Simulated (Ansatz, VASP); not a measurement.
Sb: VASP beside Ansatz

```xyz
2
Lattice="3.3743 0.0000 0.0000 -1.6871 2.9222 0.0000 0.0000 0.0000 5.5844" Properties=species:S:1:pos:R:3 pbc="T T T"
Sb    0.0000    1.9481    1.3961
Sb    1.6871    0.9741    4.1883
```

Alike in both runs: functional PBE; k mesh 14 × 14 × 8; occupations fermi-dirac, width 0.05 eV; no spin polarisation.

Ansatz relaxed the structure, and its values are those at the end. VASP's run is a single point on that final structure, the one shown.

|  | VASP | Ansatz |
| --- | --- | --- |
| version | VASP 6.6.1 | Ansatz 0.2.0 |
| potentials or method | VASP PAW PBE potentials, release 64 (Sb), cutoff 520 eV | all-electron LAPW, non-relativistic |

Ansatz gave:

```
pressure (GPa) : 0.0
```

**Question.** What did VASP give for the same quantities?

**Answer.** Pressure (GPa): -0.3.

Ansatz ran all-electron here, and VASP with PAW potentials.

Spin-orbit coupling is off throughout.
